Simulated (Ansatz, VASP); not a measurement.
MnHg in VASP and in Ansatz

INCAR

```
ALGO = Normal
EDIFF = 1E-7
ENCUT = 520
GGA = PE
ISIF = 2
ISMEAR = -1
ISPIN = 2
LASPH = True
LCHARG = False
LMAXMIX = 4
LORBIT = 11
LREAL = False
LWAVE = False
MAGMOM = 0 4
NBANDS = 24
NELM = 150
NUPDOWN = 4.0
PREC = Accurate
SIGMA = 0.05
```

File KPOINTS:

```
k-points
0
Gamma
  7 7 7
```

The input POSCAR:

```
MnHg
1.0
    3.3150000000      0.0000000000      0.0000000000
    0.0000000000      3.3150000000      0.0000000000
    0.0000000000      0.0000000000      3.3150000000
Hg Mn
1 1
Direct
    0.0000000000      0.0000000000      0.0000000000
    0.5000000000      0.5000000000      0.5000000000
```

File input.yaml:

```yaml
crystal:
  lattice:
    - [3.315, 0.0, 0.0]
    - [0.0, 3.315, 0.0]
    - [0.0, 0.0, 3.315]
  atoms:
    - { symbol: Hg, position: [0.0, 0.0, 0.0] }
    - { symbol: Mn, position: [0.5, 0.5, 0.5], spin: 4.0 }
hamiltonian:
  xc: pbe
  pseudopotentials: { kind: paw }
magnetization:
  spin_polarized: true
  initial_magnetization: 4.0
  spin_locking: { lock_magnetization: hard }
kpoints:
  mp_grid: { grid: [7, 7, 7] }
scf:
  occupations: { method: fermi_dirac, width: 0.05 }
  lower_state_search: "off"
output:
  forces: true
  stress: true
  eigenvalues: true
```

Alike in both runs: task single point; functional PBE; k mesh 7 × 7 × 7; occupations fermi-dirac, width 0.05 eV; collinear spin; fixed moment 4 μB.

```csv
,VASP,Ansatz
version,VASP 6.6.1,Ansatz 0.2.0
potentials or method,"VASP PAW PBE potentials, release 64 (Hg, Mn_pv)",Ansatz PAW
plane-wave cutoff (eV),520,420
valence electrons in the cell,25,35
```

```csv
,VASP,Ansatz,Ansatz less VASP
pressure (GPa),1.6,1.2,-0.41
net moment per atom (μB),2.00,2.00,0.000
size of the moment on the site where the two differ most (μB),3.88,3.94,+0.059
```

Site moments also hang on the region over which each program counts them. VASP's potentials hold 25 valence electrons a cell and Ansatz's 35, so a difference there can come from the potentials and not from the codes.

Neither program's run includes spin-orbit coupling.
